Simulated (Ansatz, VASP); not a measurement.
**AgCl in VASP and in Ansatz**

```xyz
2
Lattice="3.3758 0.0000 0.0000 0.0000 3.3758 0.0000 0.0000 0.0000 3.3758" Properties=species:S:1:pos:R:3 pbc="T T T"
Ag    0.0000    0.0000    0.0000
Cl    1.6879    1.6879    1.6879
```

Change from the starting cell: volume scaled by 0.95.

Alike in both runs: task single point; functional PBEsol; k mesh 9 × 9 × 9; occupations fermi-dirac, width 0.01 eV; no spin polarisation.

|  | VASP | Ansatz |
| --- | --- | --- |
| version | VASP 6.6.1 | Ansatz 0.2.0 |
| potentials or method | VASP PAW PBE potentials, release 64 (Ag, Cl), cutoff 520 eV | all-electron LAPW, scalar-relativistic |

Ansatz gave:

* gap on the k mesh at the Fermi level (eV): 0.46
* pressure (GPa): -2.3

Task: Estimate VASP's values.

Result: gap on the k mesh at the Fermi level (eV): 0.46; pressure (GPa): -2.4.

VASP's potentials were made for PBE, not for PBEsol. Ansatz ran all-electron here, and VASP with PAW potentials.
